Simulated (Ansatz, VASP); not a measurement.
# HgF3 in VASP and in Ansatz

File INCAR:

```
PREC = Accurate
ENCUT = 520
EDIFF = 1E-6
ISMEAR = 0
SIGMA = 0.02
LREAL = F
LASPH = T
NELM = 60
ALGO = Normal
ISIF = 2
LWAVE = F
LCHARG = F
GGA = PE
NBANDS = 24
```

File KPOINTS:

```
regular mesh
0
Gamma
  8 8 8
```

Contents of POSCAR:

```
HgF3
1.0
    0.0000000000      2.8631710000      2.8631710000
    2.8631710000      0.0000000000      2.8631710000
    2.8631710000      2.8631710000      0.0000000000
Hg F
1 3
Direct
    0.0000000000      0.0000000000      0.0000000000
    0.5000000000      0.5000000000      0.5000000000
    0.7500000000      0.7500000000      0.7500000000
    0.2500000000      0.2500000000      0.2500000000
```

The input input.yaml:

```yaml
crystal:
  lattice:
    - [0.0, 2.863171, 2.863171]
    - [2.863171, 0.0, 2.863171]
    - [2.863171, 2.863171, 0.0]
  atoms:
    - { symbol: Hg, position: [0.0, 0.0, 0.0] }
    - { symbol: F, position: [0.5, 0.5, 0.5] }
    - { symbol: F, position: [0.75, 0.75, 0.75] }
    - { symbol: F, position: [0.25, 0.25, 0.25] }
kpoints:
  mp_grid: { grid: [8, 8, 8] }
scf:
  occupations: { method: gaussian, width: 0.02 }
hamiltonian:
  xc: pbe
  pseudopotentials: { kind: all_electron, lapw: { basis_error: 0.002 } }
output:
  forces: true
  stress: true
  eigenvalues: true
```

Alike in both runs: task single point; functional PBE; k mesh 8 × 8 × 8; occupations gaussian, width 0.02 eV; no spin polarisation.

```csv
,VASP,Ansatz
version,VASP 6.6.1,Ansatz 0.2.0
potentials or method,"VASP PAW PBE potentials, release 64 (Hg, F), cutoff 520 eV","all-electron LAPW, scalar-relativistic"
```

```csv
,VASP,Ansatz,Ansatz less VASP
gap on the k mesh at the Fermi level (eV),none,none,-
pressure (GPa),1.4,1.1,-0.24
```

A gap of «none» marks a metal or a gap that the smearing closes. Ansatz ran all-electron here, and VASP with PAW potentials.

Neither program's run includes spin-orbit coupling.
